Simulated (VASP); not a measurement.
A run of VASP 6.6.1 is set up as follows.

Contents of INCAR:

```
SYSTEM = Ba
PREC = Accurate ; ENCUT = 520
EDIFF = 1E-6 ; ISMEAR = -1
SIGMA = 0.1 ; LREAL = .False.
LASPH = .True. ; NELM = 100
ALGO = Normal ; ISIF = 2
LWAVE = .False. ; LCHARG = .True.
GGA = PS ; LELF = .True.
LVHAR = .True. ; NBANDS = 28
```

File KPOINTS:

```
Automatic mesh
0
Gamma
  10 10 3
  0 0 0
```

File POSCAR:

```
Ba
1.0
    4.2365668626      0.0000000000      0.0000000000
   -2.1182834313      3.6689745278      0.0000000000
    0.0000000000      0.0000000000     13.8258593305
Ba
4
Direct
    1.0000000000      0.0000000000      1.0000000000
    1.0000000000      0.0000000000      0.5000000000
    0.3333333333      0.6666666667      0.2500000000
    0.6666666667      0.3333333333      0.7500000000
```

Potentials or basis: VASP PAW PBE potentials, release 64 (Ba_sv).

Launch:

```console
$ cat potpaw_PBE.64/Ba_sv/POTCAR > POTCAR
$ mpirun -np 1 vasp_std > vasp.out
```

Task: Predict the band gap on the k mesh.

Result: Zero (bands 20 and 21 overlap by 0.31 eV).

Task: What does it give for the pressure?

Result: 0.9 GPa.

Caveat: the PAW data sets were made with another functional, which shifts forces and pressure a little; spin-orbit coupling is left out, which moves the levels of the heavy elements.
